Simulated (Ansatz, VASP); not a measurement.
# MgTeF6 in VASP and in Ansatz

File INCAR:

```
PREC = Accurate ; ENCUT = 600
EDIFF = 1E-6 ; ISMEAR = 0
SIGMA = 0.02 ; LREAL = False
LASPH = True ; NELM = 80
ALGO = Normal ; ISIF = 3
LWAVE = False ; LCHARG = False
GGA = PE ; IBRION = 2
NSW = 100 ; EDIFFG = -0.01
```

KPOINTS

```
Automatic mesh
0
Gamma
  8 8 8
```

File POSCAR:

```
MgTeF6
1.0
    4.5350820879      0.0000000000      0.0000000000
    0.0000000000      4.5350820879      0.0000000000
    0.0000000000      0.0000000000      4.5350820879
Mg Te F
1 1 6
Direct
    0.0000000000      0.0000000000      0.0000000000
    0.5000000000      0.5000000000      0.5000000000
    0.5000000000      0.0000000000      0.0000000000
    0.0000000000      0.5000000000      0.0000000000
    0.0000000000      0.0000000000      0.5000000000
    0.0000000000      0.5000000000      0.5000000000
    0.5000000000      0.0000000000      0.5000000000
    0.5000000000      0.5000000000      0.0000000000
```

Input for Ansatz:

```yaml
crystal:
  lattice:
    - [4.5350820879, 0.0, 0.0]
    - [0.0, 4.5350820879, 0.0]
    - [0.0, 0.0, 4.5350820879]
  atoms:
    - { symbol: Mg, position: [0.0, 0.0, 0.0] }
    - { symbol: Te, position: [0.5, 0.5, 0.5] }
    - { symbol: F, position: [0.5, 0.0, 0.0] }
    - { symbol: F, position: [0.0, 0.5, 0.0] }
    - { symbol: F, position: [0.0, 0.0, 0.5] }
    - { symbol: F, position: [0.0, 0.5, 0.5] }
    - { symbol: F, position: [0.5, 0.0, 0.5] }
    - { symbol: F, position: [0.5, 0.5, 0.0] }
basis:
  ecutwfc: 420
kpoints:
  mp_grid: { grid: [8, 8, 8] }
hamiltonian:
  xc: pbe
scf:
  occupations: { method: gaussian, width: 0.02 }
output:
  forces: true
  stress: true
  eigenvalues: true
relax:
  adjacent_minimum: "off"
  f_tol: 0.01
  max_steps: 80
  cell: { stress_tol: 0.05 }
```

Alike in both runs: task relaxation of cell and atoms; functional PBE; k mesh 8 × 8 × 8; occupations gaussian, width 0.02 eV; no spin polarisation.

```csv
,VASP,Ansatz
version,VASP 6.6.1,Ansatz 0.2.0
potentials or method,"VASP PAW PBE potentials, release 64 (Mg, Te, F), cutoff 600 eV","scalar-relativistic, plane waves, PAW"
valence electrons in the cell,50,68
```

Ansatz gave:

* gap on the k mesh at the Fermi level, each at its own relaxed structure (eV): 0.36
* relaxed volume (Å³/atom): 11.63
* relaxed length of the cell vector where the two differ most in proportion (Å): 4.532

Question: What did VASP give for the same quantities?

Answer: gap on the k mesh at the Fermi level, each at its own relaxed structure (eV): 0.35; relaxed volume (Å³/atom): 11.51; relaxed length of the cell vector where the two differ most in proportion (Å): 4.516.

VASP's potentials hold 50 valence electrons a cell and Ansatz's 68, so a difference there can come from the potentials and not from the codes.

Spin-orbit coupling is off throughout.
